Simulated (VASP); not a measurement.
# Ni (Im-3m) in VASP: a series of runs, part 2 of 3

VASP 6.6.1. The steps go on from the part before.

**3. Single point, PBEsol, collinear spin, ferromagnetic start**

INCAR reads:

```
PREC = Accurate
ENCUT = 600
EDIFF = 1E-6
ISMEAR = 0
SIGMA = 0.1
LREAL = False
LASPH = True
NELM = 200
ALGO = Normal
ISIF = 2
LWAVE = False
LCHARG = True
ISPIN = 2
MAGMOM = 1
LORBIT = 11
LMAXMIX = 4
GGA = PS
LELF = True
LVHAR = True
NBANDS = 15
GGA_COMPAT = False
```

KPOINTS reads:

```
regular mesh
0
Gamma
  5 5 5
```

POSCAR reads:

```
Ni
1.0
   -1.3837200000      1.3837200000      1.3837200000
    1.3837200000     -1.3837200000      1.3837200000
    1.3837200000      1.3837200000     -1.3837200000
Ni
1
Direct
    0.0000000000      0.0000000000      0.0000000000
```

Potentials or basis: VASP PAW PBE potentials, release 64 (Ni).

Launch:

```
> cat potpaw_PBE.64/Ni/POTCAR > POTCAR
> mpirun -np 1 vasp_std > vasp.out
```

OUTCAR:

```text
PREC = Accurate
   ENCUT = 600
   EDIFF = 1E-6
   ISMEAR = 0
   LREAL = False
   LASPH = True
   NELM = 200
   ISIF = 2
   ISPIN = 2
   LORBIT = 11
   GGA = PS

 ion  position               nearest neighbor table
   1  0.000  0.000  0.000-

  LATTYP: Found a body centered cubic cell.
 ALAT       =     2.7674400000

  Lattice vectors:

 A1 = (  -1.3837200000,   1.3837200000,   1.3837200000)
 A2 = (   1.3837200000,  -1.3837200000,   1.3837200000)
 A3 = (   1.3837200000,   1.3837200000,  -1.3837200000)

Analysis of symmetry for initial positions (statically):
=====================================================================
 Subroutine PRICEL returns:
 Original cell was already a primitive cell.

 Routine SETGRP: Setting up the symmetry group for a
 body centered cubic supercell.

 Subroutine GETGRP returns: Found 48 space group operations
 (whereof 48 operations were pure point group operations)
 out of a pool of 48 trial point group operations.

The static configuration has the point symmetry O_h .

Analysis of symmetry for dynamics (positions and initial velocities):
=====================================================================
 Subroutine PRICEL returns:
 Original cell was already a primitive cell.

 Routine SETGRP: Setting up the symmetry group for a
 body centered cubic supercell.

 Subroutine GETGRP returns: Found 48 space group operations
 (whereof 48 operations were pure point group operations)
 out of a pool of 48 trial point group operations.

The dynamic configuration has the point symmetry O_h .

Analysis of structural, dynamic, and magnetic symmetry:
=====================================================================
 Subroutine PRICEL returns:
 Original cell was already a primitive cell.

 Routine SETGRP: Setting up the symmetry group for a
 body centered cubic supercell.

 Subroutine GETGRP returns: Found 48 space group operations
 (whereof 48 operations were pure point group operations)
 out of a pool of 48 trial point group operations.

The overall configuration has the point symmetry O_h .

[... 150 lines left out ...]
     11      41.1888      0.00000
     12      42.3350      0.00000
     13      42.3350      0.00000
     14      42.3350      0.00000
[... 148 lines left out ...]
      1       5.1813      1.00000
      2       5.2627      1.00000
      3       8.3649      1.00000
      4       8.3649      1.00000
      5       8.6655      1.00000
      6      15.1578      0.00000
      7      20.6877      0.00000
      8      20.6877      0.00000
      9      25.5752      0.00000
     10      27.2726      0.00000
     11      33.0594      0.00000
     12      48.9606      0.00000
     13      53.3020      0.00000
     14      53.3020      0.00000
     15      53.9538      0.00000
 Fermi energy:         9.4431956789

 spin component 2

 k-point     1 :       0.0000    0.0000    0.0000
  band No.  band energies     occupation
      1       0.3543      1.00000
      2       7.8148      1.00000
      3       7.8148      1.00000
      4       7.8148      1.00000
      5       9.0725      1.00000
      6       9.0725      1.00000
      7      36.0980      0.00000
      8      36.0980      0.00000
      9      36.0980      0.00000
     10      41.1888      0.00000
     11      41.1888      0.00000
     12      42.6360      0.00000
     13      42.6360      0.00000
     14      42.6360      0.00000
[... 149 lines left out ...]
      2       5.8045      1.00000
      3       9.4481      0.47237
      4       9.4481      0.47234
      5       9.7997      0.00000
      6      15.3984      0.00000
      7      20.8821      0.00000
      8      20.8821      0.00000
      9      25.8020      0.00000
     10      27.4754      0.00000
     11      33.3264      0.00000
     12      49.1243      0.00000
     13      53.4331      0.00000
     14      53.4331      0.00000
     15      55.3286      0.00000

------------------------ aborting loop because EDIFF is reached ----------------------------------------

  FORCE on cell =-STRESS in cart. coord.  units (eV):
  Direction    XX          YY          ZZ          XY          YZ          ZX
  --------------------------------------------------------------------------------------
  -------------------------------------------------------------------------------------
  Total        0.0100060      0.0100060      0.0100060      0.0000000      0.0000000      0.0000000
  in kB        1.5127507      1.5127507      1.5127507      0.0000000      0.0000000      0.0000000
  external PRESSURE =       1.5127507 kB  Pullay stress =       0.0000000 kB

 VOLUME and BASIS-vectors are now :
 -----------------------------------------------------------------------------
  energy-cutoff  :      600.00
  volume of cell :       10.60
      direct lattice vectors                 reciprocal lattice vectors
    -1.383720000  1.383720000  1.383720000     0.000000000  0.361344781  0.361344781
     1.383720000 -1.383720000  1.383720000     0.361344781  0.000000000  0.361344781
     1.383720000  1.383720000 -1.383720000     0.361344781  0.361344781  0.000000000

 POSITION                                       TOTAL-FORCE (eV/Angst)
 -----------------------------------------------------------------------------------
      0.00000      0.00000      0.00000         0.000000     -0.000000     -0.000000
 -----------------------------------------------------------------------------------
    total drift:                                0.000000     -0.000000      0.000000

  FREE ENERGIE OF THE ION-ELECTRON SYSTEM (eV)
  ---------------------------------------------------
  free  energy   TOTEN  =        -6.0006708030 eV

  energy  without entropy=       -5.9909375670  energy(sigma->0) =       -5.99580419

 total charge

# of ion       s       p       d       tot
------------------------------------------
    1        0.514   0.539   8.304   9.356

 magnetization (x)

# of ion       s       p       d       tot
------------------------------------------
    1        0.000  -0.008   0.885   0.877
```

OSZICAR:

```text
N       E                     dE             d eps       ncg     rms          rms(c)
DAV:   1     0.359012421419E+02    0.35901E+02   -0.47153E+03   640   0.976E+02
DAV:   2    -0.560572379671E+01   -0.41507E+02   -0.38762E+02   670   0.181E+02
DAV:   3    -0.713056882881E+01   -0.15248E+01   -0.15162E+01   755   0.332E+01
DAV:   4    -0.714026893032E+01   -0.97001E-02   -0.96964E-02   719   0.250E+00
DAV:   5    -0.714038375706E+01   -0.11483E-03   -0.11482E-03   764   0.251E-01    0.107E+01
DAV:   6    -0.624859602767E+01    0.89179E+00   -0.12416E+01   824   0.404E+01    0.523E+00
DAV:   7    -0.601981706644E+01    0.22878E+00   -0.14377E+00   831   0.134E+01    0.222E+00
DAV:   8    -0.600450165788E+01    0.15315E-01   -0.13117E-02   764   0.799E-01    0.114E+00
DAV:   9    -0.600112226068E+01    0.33794E-02   -0.23554E-03   990   0.310E-01    0.258E-01
DAV:  10    -0.600069545116E+01    0.42681E-03   -0.54374E-04   975   0.138E-01    0.467E-02
DAV:  11    -0.600067130664E+01    0.24145E-04   -0.25730E-05   945   0.284E-02    0.248E-02
DAV:  12    -0.600067080304E+01    0.50361E-06   -0.27127E-06   572   0.121E-02
   1 F= -.60006708E+01 E0= -.59958042E+01  d E =-.973324E-02  mag=     0.8789
```

stdout:

```text
POSCAR found type information on POSCAR Ni
 POSCAR found :  1 types and       1 ions
 scaLAPACK will be used
 -----------------------------------------------------------------------------
|                                                                             |
|                                                                             |
|     You enforced a specific xc type in the INCAR file but a different       |
|     I HOPE YOU KNOW WHAT YOU ARE DOING!                                     |
|                                                                             |
 -----------------------------------------------------------------------------

 LDA part: xc-table for (Slater+PW92), standard interpolation
 POSCAR, INCAR and KPOINTS ok, starting setup
 FFT: planning ... GRIDC
 FFT: planning ... GRID_SOFT
 FFT: planning ... GRID
 WAVECAR not read
 entering main loop
```

Run time: 7.3 s. Hardware: 1 thread of Intel Xeon Platinum 8259CL at 2.50GHz (Skylake/Cascade Lake), shared host; peak memory 0.13 GiB.

What came out:

* Free energy: -6.0007 eV
* Pressure: 0.2 GPa
* Net moment: 0.88 μB per cell
* Site moments: Ni +0.88 μB
* Valence electrons inside the program's atomic spheres: Ni 9.36

Caveat: the k points lie up to 0.64 Å⁻¹ apart; the PAW data sets were made with another functional, which shifts forces and pressure a little.

**4. Single point, PBEsol, collinear spin, ferromagnetic start**

INCAR reads:

```
SYSTEM = Ni
  PREC = Accurate
  ENCUT = 600
  EDIFF = 1E-6
  ISMEAR = 0
  SIGMA = 0.1
  LREAL = .FALSE.
  LASPH = .TRUE.
  NELM = 200
  ALGO = Normal
  ISIF = 2
  LWAVE = .FALSE.
  LCHARG = .TRUE.
  ISPIN = 2
  MAGMOM = 1
  LORBIT = 11
  LMAXMIX = 4
  GGA = PS
  LELF = .TRUE.
  LVHAR = .TRUE.
  NBANDS = 15
  GGA_COMPAT = .FALSE.
```

KPOINTS reads:

```
regular mesh
0
G
  6 6 6
  0 0 0
```

POSCAR is that of step 3.

Launch:

```
> cat potpaw_PBE.64/Ni/POTCAR > POTCAR
> mpirun -np 1 vasp_std > vasp.out
```

Run time: 9.4 s. Hardware: 1 thread of Intel Xeon Platinum 8259CL at 2.50GHz (Skylake/Cascade Lake), shared host; peak memory 0.13 GiB.

Results (log left out):

```yaml
Free_energy: -6.0313 eV
Pressure: -4.1 GPa
Net_moment: 0.14 μB per cell
Site_moments: Ni +0.14 μB
Valence_electrons_inside_the_program's_atomic_spheres: Ni 9.37
```

Levels at points of the mesh, in eV from the Fermi level:
Spin up:
```
           k point  band 1  band 2  band 3  band 4  band 5  band 6  band 7  band 8  band 9  band 10
(0.00, 0.00, 0.00)   -8.97   -1.92   -1.92   -1.92   -0.52   -0.52   26.82   26.82   26.82    31.90
(0.50, 0.00, 0.00)   -4.46   -2.91   -0.57   -0.35    0.34    0.46    6.96   19.44   20.55    24.35
(0.50, 0.50, 0.50)   -4.04   -4.04    0.22    0.22    0.22   10.05   10.05   10.05   16.12    16.12
```
Spin down:
```csv
k point,band 2,band 3,band 4,band 5,band 6,band 7,band 8,band 9
"(0.00, 0.00, 0.00)",-1.77,-1.77,-1.77,-0.38,-0.38,26.80,26.80,26.80
"(0.50, 0.00, 0.00)",-2.77,-0.43,-0.21,0.33,0.63,7.05,19.43,20.58
"(0.50, 0.50, 0.50)",-3.95,0.39,0.39,0.39,10.06,10.06,10.06,16.16
```

Caveat: the k points lie up to 0.54 Å⁻¹ apart; the PAW data sets were made with another functional, which shifts forces and pressure a little.

(Continued in part 3 of 3.)
